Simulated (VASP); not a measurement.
# La (P6_3/mmc) in VASP: further runs

La is run at these levels: PBEsol; tasks: single point.

Program: VASP 6.6.1. These are calculated values, not measurements. Logs are shortened: lines on timing, memory, paths and dates and some standing lists are left out, and cuts for length are marked.

**1. The cell of the first run**

Symmetry: P6_3/mmc, No. 194, hexagonal system. Conventional cell: a = 3.698 Å, b = 3.698 Å, c = 12.554 Å, α = 90.00°, β = 90.00°, γ = 120.00°. Within 4.9 Å of La (site symmetry -3m) lie 12 La at 3.70 to 3.80 Å. La (site symmetry -6m2) has 12 La at 3.70 to 3.80 Å within 4.9 Å.

**2. Single point, PBEsol**

File INCAR:

```
SYSTEM = La
ALGO = Fast ; EDIFF = 1E-6
ENCUT = 520 ; GGA = PS
ISIF = 2 ; ISMEAR = 0
LASPH = .TRUE. ; LCHARG = .FALSE.
LREAL = .FALSE. ; LWAVE = .FALSE.
NBANDS = 30 ; NELM = 100
PREC = Accurate ; SIGMA = 0.15
```

File KPOINTS:

```
k-points
0
G
  12 12 4
  0 0 0
```

File POSCAR:

```
La
1.0
    3.6979000000      0.0000000000      0.0000000000
   -1.8489500000      3.2024753407      0.0000000000
    0.0000000000      0.0000000000     12.5540000000
La
4
Direct
    0.0000000000      0.0000000000      0.0000000000
    0.0000000000      0.0000000000      0.5000000000
    0.3333333333      0.6666666667      0.2500000000
    0.6666666667      0.3333333333      0.7500000000
```

Potentials or basis: VASP PAW PBE potentials, release 64 (La).

Command:

```sh
$ cat potpaw_PBE.64/La/POTCAR > POTCAR
$ mpirun -np 1 vasp_std > vasp.out
```

OUTCAR:

```text
SYSTEM = La
   EDIFF = 1E-6
   ENCUT = 520
   GGA = PS
   ISIF = 2
   ISMEAR = 0
   LASPH = .TRUE.
   LREAL = .FALSE.
   NELM = 100
   PREC = Accurate

 ion  position               nearest neighbor table
   1  0.000  0.000  0.000-
   2  0.000  0.000  0.500-
   3  0.333  0.667  0.250-
   4  0.667  0.333  0.750-

  LATTYP: Found a hexagonal cell.
 ALAT       =     3.6979000000
 C/A-ratio  =     3.3948998080

  Lattice vectors:

 A1 = (   3.6979000000,   0.0000000000,   0.0000000000)
 A2 = (  -1.8489500000,   3.2024753407,   0.0000000000)
 A3 = (   0.0000000000,   0.0000000000,  12.5540000000)

Analysis of symmetry for initial positions (statically):
=====================================================================
 Subroutine PRICEL returns:
 Original cell was already a primitive cell.

 Routine SETGRP: Setting up the symmetry group for a
 hexagonal supercell.

 Subroutine GETGRP returns: Found 24 space group operations
 (whereof 12 operations were pure point group operations)
 out of a pool of 24 trial point group operations.

The static configuration has the point symmetry D_3d.
 The point group associated with its full space group is D_6h.

Analysis of symmetry for dynamics (positions and initial velocities):
=====================================================================
 Subroutine PRICEL returns:
 Original cell was already a primitive cell.

 Routine SETGRP: Setting up the symmetry group for a
 hexagonal supercell.

 Subroutine GETGRP returns: Found 24 space group operations
 (whereof 12 operations were pure point group operations)
 out of a pool of 24 trial point group operations.

The dynamic configuration has the point symmetry D_3d.
 The point group associated with its full space group is D_6h.

 Subroutine INISYM returns: Found 24 space group operations
 (whereof 12 operations are pure point group operations),
 and found     1 'primitive' translations

----------------------------------------------------------------------------------------

                                     Primitive cell

  volume of cell :     148.6699

  direct lattice vectors                    reciprocal lattice vectors
[... 86 lines left out ...]
   LNONCOLLINEAR =      F non collinear calculations
   LSORBIT =      F    spin-orbit coupling
   LASPH  =      T    aspherical Exc in radial PAW
   ENCUT  =  520.0 eV  38.22 Ry    6.18 a.u.   6.88  6.88 23.34*2*pi/ulx,y,z
   NELM   =    100;   NELMIN=  2; NELMDL= -5     # of ELM steps
   EDIFF  = 0.1E-05   stopping-criterion for ELM
   LREAL  =      F    real-space projection
   EDIFFG = 0.1E-04   stopping-criterion for IOM
   NSW    =      0    number of steps for IOM
   IBRION =     -1    ionic relax: 0-MD 1-quasi-New 2-CG
   NFREE  =      0    steps in history (QN), initial steepest desc. (CG)
   ISIF   =      2    stress and relaxation
   ISYM   =      2    0-nonsym 1-usesym 2-fastsym
   POTIM  = 0.5000    time-step for ionic-motion
   TEBEG  =    0.0;   TEEND  =   0.0 temperature during run
   PSTRESS=    0.0 pullay stress
   NELECT =      44.0000    total number of electrons
   NUPDOWN=      -1.0000    fix difference up-down
   EMIN   =  10.00;   EMAX   =-10.00  energy-range for DOS
   EFERMI =   0.00;   METHOD = LEGACY
   ISMEAR =     0;   SIGMA  =   0.15  broadening in eV -4-tet -1-fermi 0-gaus
   EFERMI_NEDOS =   21; number of points for ismear=-14 and -15
   IALGO  =     68    algorithm
   IMIX   =      4    mixing-type and parameters
     AMIX     =   0.40;   BMIX     =  1.00
     AMIX_MAG =   1.60;   BMIX_MAG =  1.00
  volume/ion in A,a.u.               =      37.17       250.82
  Fermi-wavevector in a.u.,A,eV,Ry     =   1.090983  2.061659 16.194255  1.190244
  Thomas-Fermi vector in A             =   2.227219
   LORBIT       =      0    0 simple, 1 ext, 2 COOP (PROOUT), +10 PAW based schemes
   GGA     = PS    functional components
   LHFCALC =     F    Hartree Fock is set to
   AEXX    =    0.0000 exact exchange contribution
   IVDW    =     0    specifies the selected vdW correction
   LEPSILON=     F    determine dielectric tensor
   LRPA    =     F    only Hartree local field effects (RPA)
 non-spin polarized calculation
 RMM-DIIS sequential band-by-band and
 Gauss-broadening in eV      SIGMA  =   0.15
  energy-cutoff  :      520.00
  volume of cell :      148.67
 maximum number of plane-waves:      4032
 NGX is ok and might be reduce to    28
   NGX = 13   NGY = 13   NGZ = 47

 number of electron      44.0000001 magnetization

 Free energy of the ion-electron system (eV)
  ---------------------------------------------------
  ext. energy  EPLUGINS =         0.00000000
  ---------------------------------------------------
  free energy    TOTEN  =       -21.29710649 eV

  energy without entropy =      -21.22120481  energy(sigma->0) =      -21.25915565

 E-fermi :   7.7306     XC(G=0):  -9.6794

 val. band max:        7.7207992599   @ k =   0.3333   0.1667   0.2500
 cond. band min:       7.7329554390   @ k =   0.2500   0.1667   0.0000
 fundamental gap:      0.0121561792
 Fermi energy:         7.7306257299

 k-point     1 :       0.0000    0.0000    0.0000
  band No.  band energies     occupation
      1     -25.1259      2.00000
      2     -25.0464      2.00000
      3     -25.0391      2.00000
      4     -24.9572      2.00000
      5      -9.4107      2.00000
      6      -8.8074      2.00000
[... 781 lines left out ...]
     29       9.5115      0.00000
     30       9.6058      0.00000

 [... further k-points ...]

------------------------ aborting loop because EDIFF is reached ----------------------------------------

  FORCE on cell =-STRESS in cart. coord.  units (eV):
  Direction    XX          YY          ZZ          XY          YZ          ZX
  --------------------------------------------------------------------------------------
  -------------------------------------------------------------------------------------
  Total       -1.1217492     -1.1217492     -3.3504906      0.0000000      0.0000000      0.0000000
  in kB      -12.0888017    -12.0888017    -36.1073744      0.0000000      0.0000000      0.0000000
  external PRESSURE =     -20.0949926 kB  Pullay stress =       0.0000000 kB

 VOLUME and BASIS-vectors are now :
 -----------------------------------------------------------------------------
  energy-cutoff  :      520.00
  volume of cell :      148.67
      direct lattice vectors                 reciprocal lattice vectors
     3.697900000  0.000000000  0.000000000     0.270423754  0.156129227  0.000000000
    -1.848950000  3.202475341  0.000000000     0.000000000  0.312258454  0.000000000
     0.000000000  0.000000000 12.554000000     0.000000000  0.000000000  0.079655887

 POSITION                                       TOTAL-FORCE (eV/Angst)
 -----------------------------------------------------------------------------------
      0.00000      0.00000      0.00000         0.000000      0.000000     -0.000000
      0.00000      0.00000      6.27700         0.000000      0.000000     -0.000000
     -0.00000      2.13498      3.13850        -0.000000      0.000000     -0.000000
      1.84895      1.06749      9.41550        -0.000000     -0.000000      0.000000
 -----------------------------------------------------------------------------------
    total drift:                                0.000000     -0.000000      0.000000

  FREE ENERGIE OF THE ION-ELECTRON SYSTEM (eV)
  ---------------------------------------------------
  free  energy   TOTEN  =       -21.2971064865 eV

  energy  without entropy=      -21.2212048085  energy(sigma->0) =      -21.25915565
```

It took 38 min on 1 thread of Intel Xeon 8259CL, shared host; peak memory 0.4 GiB.

What came out:

* Free energy: -21.2971 eV
* Pressure: -2.0 GPa
* Band gap on the k mesh: zero (bands 22 and 23 overlap by 1.09 eV)

Caveat: the PAW data sets were made with another functional, which shifts forces and pressure a little; spin-orbit coupling is left out, which moves the levels of the heavy elements.

**3. Single point, PBEsol**

This run uses another cell than the first one, of 37.25 Å³/atom.

File INCAR:

```
SYSTEM = La
PREC = Accurate ; ENCUT = 520
EDIFF = 1E-6 ; ISMEAR = 0
SIGMA = 0.15 ; LREAL = .FALSE.
LASPH = .TRUE. ; NELM = 80
ALGO = Fast ; ISIF = 2
LWAVE = .FALSE. ; LCHARG = .FALSE.
GGA = PS ; NBANDS = 30
```

File KPOINTS:

```
Automatic mesh
0
G
  12 12 4
  0 0 0
```

File POSCAR:

```
La
1.0
    3.6612629057      0.0000000000      0.0000000000
   -1.8306314528      3.1707466863      0.0000000000
    0.0000000000      0.0000000000     12.8351000000
La
4
Direct
    0.0000000000      0.0000000000      0.0000000000
    0.0000000000      0.0000000000      0.5000000000
    0.3333333333      0.6666666667      0.2500000000
    0.6666666667      0.3333333333      0.7500000000
```

Potentials or basis: VASP PAW PBE potentials, release 64 (La).

Command:

```sh
$ cat potpaw_PBE.64/La/POTCAR > POTCAR
$ mpirun -np 1 vasp_std > vasp.out
```

OUTCAR:

```text
SYSTEM = La
   PREC = Accurate
   ENCUT = 520
   EDIFF = 1E-6
   ISMEAR = 0
   LREAL = .FALSE.
   LASPH = .TRUE.
   NELM = 80
   ISIF = 2
   GGA = PS

 ion  position               nearest neighbor table
   1  0.000  0.000  0.000-
   2  0.000  0.000  0.500-
   3  0.333  0.667  0.250-
   4  0.667  0.333  0.750-

  LATTYP: Found a hexagonal cell.
 ALAT       =     3.6612629057
 C/A-ratio  =     3.5056482778

  Lattice vectors:

 A1 = (   3.6612629057,   0.0000000000,   0.0000000000)
 A2 = (  -1.8306314528,   3.1707466863,   0.0000000000)
 A3 = (   0.0000000000,   0.0000000000,  12.8351000000)

Analysis of symmetry for initial positions (statically):
=====================================================================
 Subroutine PRICEL returns:
 Original cell was already a primitive cell.

 Routine SETGRP: Setting up the symmetry group for a
 hexagonal supercell.

 Subroutine GETGRP returns: Found 24 space group operations
 (whereof 12 operations were pure point group operations)
 out of a pool of 24 trial point group operations.

The static configuration has the point symmetry D_3d.
 The point group associated with its full space group is D_6h.

Analysis of symmetry for dynamics (positions and initial velocities):
=====================================================================
 Subroutine PRICEL returns:
 Original cell was already a primitive cell.

 Routine SETGRP: Setting up the symmetry group for a
 hexagonal supercell.

 Subroutine GETGRP returns: Found 24 space group operations
 (whereof 12 operations were pure point group operations)
 out of a pool of 24 trial point group operations.

The dynamic configuration has the point symmetry D_3d.
 The point group associated with its full space group is D_6h.

 Subroutine INISYM returns: Found 24 space group operations
 (whereof 12 operations are pure point group operations),
 and found     1 'primitive' translations
[... 117 lines left out ...]
   IMIX   =      4    mixing-type and parameters
     AMIX     =   0.40;   BMIX     =  1.00
     AMIX_MAG =   1.60;   BMIX_MAG =  1.00
  volume/ion in A,a.u.               =      37.25       251.38
  Fermi-wavevector in a.u.,A,eV,Ry     =   1.090172  2.060127 16.170193  1.188476
  Thomas-Fermi vector in A             =   2.226391
   LORBIT       =      0    0 simple, 1 ext, 2 COOP (PROOUT), +10 PAW based schemes
   GGA     = PS    functional components
   LHFCALC =     F    Hartree Fock is set to
   AEXX    =    0.0000 exact exchange contribution
   IVDW    =     0    specifies the selected vdW correction
   LEPSILON=     F    determine dielectric tensor
   LRPA    =     F    only Hartree local field effects (RPA)
 non-spin polarized calculation
 RMM-DIIS sequential band-by-band and
 Gauss-broadening in eV      SIGMA  =   0.15
  energy-cutoff  :      520.00
  volume of cell :      149.00
 maximum number of plane-waves:      4041
 NGX is ok and might be reduce to    28
   NGX = 13   NGY = 13   NGZ = 47

 number of electron      43.9999994 magnetization

 Free energy of the ion-electron system (eV)
  ---------------------------------------------------
  ext. energy  EPLUGINS =         0.00000000
  ---------------------------------------------------
  free energy    TOTEN  =       -21.23271414 eV

  energy without entropy =      -21.15305701  energy(sigma->0) =      -21.19288557

 E-fermi :   7.7016     XC(G=0):  -9.6684

 val. band max:        7.6888338014   @ k =   0.1667   0.1667   0.2500
 cond. band min:       7.7077853060   @ k =   0.1667   0.0833   0.2500
 fundamental gap:      0.0189515046
 Fermi energy:         7.7015878254

 k-point     1 :       0.0000    0.0000    0.0000
  band No.  band energies     occupation
      1     -25.1582      2.00000
      2     -25.0876      2.00000
      3     -25.0845      2.00000
      4     -25.0122      2.00000
      5      -9.3955      2.00000
      6      -8.8345      2.00000
[... 781 lines left out ...]
     29       9.2868      0.00000
     30       9.5082      0.00000

 [... further k-points ...]

------------------------ aborting loop because EDIFF is reached ----------------------------------------

  FORCE on cell =-STRESS in cart. coord.  units (eV):
  Direction    XX          YY          ZZ          XY          YZ          ZX
  --------------------------------------------------------------------------------------
  -------------------------------------------------------------------------------------
  Total       -0.7286665     -0.7286665     -4.0955805     -0.0000000     -0.0000000      0.0000000
  in kB       -7.8351566     -7.8351566    -44.0386834     -0.0000000     -0.0000000      0.0000000
  external PRESSURE =     -19.9029989 kB  Pullay stress =       0.0000000 kB

 VOLUME and BASIS-vectors are now :
 -----------------------------------------------------------------------------
  energy-cutoff  :      520.00
  volume of cell :      149.00
      direct lattice vectors                 reciprocal lattice vectors
     3.661262906  0.000000000  0.000000000     0.273129799  0.157691563  0.000000000
    -1.830631453  3.170746686  0.000000000     0.000000000  0.315383125  0.000000000
     0.000000000  0.000000000 12.835100000     0.000000000  0.000000000  0.077911352

 POSITION                                       TOTAL-FORCE (eV/Angst)
 -----------------------------------------------------------------------------------
      0.00000      0.00000      0.00000        -0.000000      0.000000     -0.000000
      0.00000      0.00000      6.41755        -0.000000      0.000000     -0.000000
     -0.00000      2.11383      3.20878         0.000000     -0.000000      0.000000
      1.83063      1.05692      9.62633         0.000000      0.000000     -0.000000
 -----------------------------------------------------------------------------------
    total drift:                                0.000000     -0.000000      0.000000

  FREE ENERGIE OF THE ION-ELECTRON SYSTEM (eV)
  ---------------------------------------------------
  free  energy   TOTEN  =       -21.2327141410 eV

  energy  without entropy=      -21.1530570079  energy(sigma->0) =      -21.19288557
```

OSZICAR:

```text
N       E                     dE             d eps       ncg     rms          rms(c)
DAV:   1     0.572171433851E+03    0.57217E+03   -0.14721E+04  3420   0.199E+03
DAV:   2     0.111966908305E+03   -0.46020E+03   -0.44999E+03  4972   0.393E+02
DAV:   3    -0.541647701191E+01   -0.11738E+03   -0.11502E+03  5730   0.238E+02
[... 13 lines left out ...]
RMM:  57    -0.212327102590E+02   -0.11827E-05   -0.12081E-05  3602   0.323E-02    0.250E-03
RMM:  58    -0.212327113466E+02   -0.10876E-05   -0.12123E-05  3565   0.327E-02    0.223E-03
RMM:  59    -0.212327123054E+02   -0.95881E-06   -0.10790E-05  3495   0.328E-02    0.171E-03
RMM:  60    -0.212327132826E+02   -0.97717E-06   -0.10905E-05  3448   0.331E-02    0.116E-03
RMM:  61    -0.212327141410E+02   -0.85841E-06   -0.98581E-06  3409   0.336E-02
   1 F= -.21232714E+02 E0= -.21192886E+02  d E =-.796571E-01
```

stdout:

```text
POSCAR found type information on POSCAR La
 POSCAR found :  1 types and       4 ions
 scaLAPACK will be used
 -----------------------------------------------------------------------------
|                                                                             |
|                                                                             |
|     You enforced a specific xc type in the INCAR file but a different       |
[... 50 lines left out ...]
WARNING in EDDRMM: call to ZHEGV failed, returncode =   8  4      4
WARNING in EDDRMM: call to ZHEGV failed, returncode =   8  4      4
WARNING in EDDRMM: call to ZHEGV failed, returncode =   8  4      4
WARNING in EDDRMM: call to ZHEGV failed, returncode =   8  4      3
WARNING in EDDRMM: call to ZHEGV failed, returncode =   8  4      4
WARNING in EDDRMM: call to ZHEGV failed, returncode =   8  4      2
WARNING in EDDRMM: call to ZHEGV failed, returncode =   8  4      2
```

Wall time 45 min (1 thread of Intel Xeon 8259CL, shared host); peak memory 0.4 GiB.

Results:

```yaml
Free_energy: -21.2327 eV
Pressure: -2.0 GPa
Band_gap_on_the_k_mesh: zero (bands 22 and 23 overlap by 1.10 eV)
```

Stress tensor (GPa, compression positive):
```
-0.78  0.00  0.00
 0.00 -0.78  0.00
 0.00  0.00 -4.40
```

Caveat: the PAW data sets were made with another functional, which shifts forces and pressure a little; spin-orbit coupling is left out, which moves the levels of the heavy elements.

**4. Single point, PBEsol**

This run uses another cell than the first one, of 38.00 Å³/atom.

File INCAR:

```
PREC     = Accurate       # precision mode
ENCUT    = 520            # plane-wave cutoff, eV
EDIFF    = 1E-7           # SCF threshold, eV
ISMEAR   = 0              # smearing method
SIGMA    = 0.15           # smearing width, eV
LREAL    = F              # projectors in reciprocal space
LASPH    = T              # aspherical terms in the spheres
NELM     = 100            # most SCF steps
ALGO     = Fast           # electronic algorithm
ISIF     = 2              # what is computed and relaxed
LWAVE    = F              # write WAVECAR
LCHARG   = F              # write CHGCAR
GGA      = PS             # functional
NBANDS   = 30             # bands
```

File KPOINTS:

```
regular mesh
0
Gamma
  12 12 4
```

Edit POSCAR of step 3 so:

```diff
@@ -2,4 +2,4 @@
 1.0
-    3.6612629057      0.0000000000      0.0000000000
-   -1.8306314528      3.1707466863      0.0000000000
+    3.6979000000      0.0000000000      0.0000000000
+   -1.8489500000      3.2024753407      0.0000000000
     0.0000000000      0.0000000000     12.8351000000
```

Command:

```sh
$ cat potpaw_PBE.64/La/POTCAR > POTCAR
$ mpirun -np 1 vasp_std > vasp.out
```

Run time: 37 min. Hardware: 1 thread of Intel Xeon Platinum 8259CL at 2.50GHz (Skylake/Cascade Lake), shared host; peak memory 0.43 GiB.

The run converged. Its results:

```yaml
Free_energy: -21.2125 eV
Pressure: -2.4 GPa
Band_gap_on_the_k_mesh: zero (bands 22 and 23 overlap by 1.04 eV)
```

Stress tensor (GPa, compression positive):
```
-1.40  0.00  0.00
 0.00 -1.40  0.00
 0.00  0.00 -4.53
```

Levels at points of the mesh, in eV from the Fermi level:
| k point | band 20 | band 21 | band 22 | band 23 | band 24 | band 25 |
| --- | --- | --- | --- | --- | --- | --- |
| (0.00, 0.00, 0.00) | -1.73 | 0.38 | 0.44 | 0.88 | 1.30 | 1.35 |
| (0.50, 0.00, 0.00) | -1.18 | -0.84 | -0.44 | -0.38 | 0.26 | 0.95 |
| (0.00, 0.00, 0.50) | -1.72 | 0.56 | 0.56 | 1.06 | 1.06 | 1.45 |
| (0.50, 0.00, 0.50) | -1.45 | -1.10 | -1.10 | 0.34 | 0.34 | 1.24 |

Caveat: the PAW data sets were made with another functional, which shifts forces and pressure a little; spin-orbit coupling is left out, which moves the levels of the heavy elements.

(Part 1 of 3 ends here.)
